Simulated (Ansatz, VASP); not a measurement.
## Be4Se3 in VASP and in Ansatz

```
Be Se
1.0
     5.18389    0.00000    0.00000
     0.00000    5.18389    0.00000
     0.00000    0.00000    5.18389
Be Se
4 3
Direct
  0.00000 0.50000 0.50000
  0.50000 0.00000 0.50000
  0.50000 0.50000 0.00000
  0.50000 0.50000 0.50000
  0.50000 0.00000 0.00000
  0.00000 0.50000 0.00000
  0.00000 0.00000 0.50000
```

Alike in both runs: task relaxation of cell and atoms; functional PBE; k mesh 3 × 3 × 3; occupations gaussian, width 0.2 eV; no spin polarisation.

|  | VASP | Ansatz |
| --- | --- | --- |
| version | VASP 6.6.1 | Ansatz 0.2.0 |
| potentials or method | VASP PAW PBE potentials, release 64 (Be, Se), cutoff 600 eV | scalar-relativistic, plane waves, PAW |
| valence electrons in the cell | 26 | 56 |

|  | VASP | Ansatz | Ansatz less VASP |
| --- | --- | --- | --- |
| gap on the k mesh at the Fermi level, each at its own relaxed structure (eV) | none | none | - |
| relaxed volume (Å³/atom) | 14.97 | 14.87 | -0.106 |
| relaxed length of the cell vector where the two differ most in proportion (Å) | 4.715 | 4.704 | -0.0111 |

A gap of «none» marks a metal or a gap that the smearing closes. VASP's potentials hold 26 valence electrons a cell and Ansatz's 56, so a difference there can come from the potentials and not from the codes.

The k mesh is coarse, so the values compare programs but aren't converged. Noted on VASP's run: the volume moved by over 15 % at a fixed basis, so the end points are rough.
